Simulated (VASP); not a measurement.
Input of a VASP 6.6.1 run:

INCAR

```
SYSTEM = TiO2
PREC     = Accurate       ! precision mode
ENCUT    = 520            ! plane-wave cutoff, eV
EDIFF    = 1E-6           ! SCF threshold, eV
ISMEAR   = 0              ! smearing method
SIGMA    = 0.05           ! smearing width, eV
LREAL    = .FALSE.        ! projectors in reciprocal space
LASPH    = .TRUE.         ! aspherical terms in the spheres
NELM     = 150            ! most SCF steps
ALGO     = Normal         ! electronic algorithm
ISIF     = 2              ! what is computed and relaxed
LWAVE    = .FALSE.        ! write WAVECAR
LCHARG   = .TRUE.         ! write CHGCAR
LMAXMIX  = 4              ! l up to which the mixer works
LDAU     = .TRUE.         ! DFT+U
LDAUTYPE = 2            
LDAUL    = 2 -1           ! shell
LDAUU    = 4 0            ! U, eV
LDAUJ    = 0 0          
LDAUPRINT= 1            
GGA      = PE             ! functional
LELF     = .TRUE.         ! ELF
LVHAR    = .TRUE.       
NBANDS   = 33             ! bands
```

The input KPOINTS:

```
Automatic mesh
0
G
  8 8 8
  0 0 0
```

POSCAR

```
TiO2
1.0
   -1.8450500000      1.8450500000      5.2811000000
    1.8450500000     -1.8450500000      5.2811000000
    1.8450500000      1.8450500000     -5.2811000000
Ti O
2 4
Direct
    0.0000000000      0.0000000000      0.0000000000
    0.7500000000      0.2500000000      0.5000000000
    0.2052277854      0.2052277854      0.0000000000
    0.9552277854      0.4552277854      0.5000000000
    0.5447722146      0.0447722146      0.5000000000
    0.7947722146      0.7947722146      0.0000000000
```

Potentials or basis: VASP PAW PBE potentials, release 64 (Ti_sv, O).

Command:

```sh
$ cat potpaw_PBE.64/Ti_sv/POTCAR potpaw_PBE.64/O/POTCAR > POTCAR
$ mpirun -np 1 vasp_std > vasp.out
```

Question: Predict the band gap on the k mesh.

Answer: 2.75 eV (least direct gap 3.15 eV).

Question: Estimate the largest force.

Answer: 0.908 eV/Å.

Question: Estimate the pressure.

Answer: 5.1 GPa.

Forces on the atoms (eV/Å):
```
Ti   0.000  0.000  0.000
Ti   0.000  0.000  0.000
O    0.000  0.000 -0.908
O    0.000  0.000 -0.908
O    0.000  0.000  0.908
O    0.000  0.000  0.908
```

Caveat: the cell stands under pressure. A k mesh can miss the band edges.
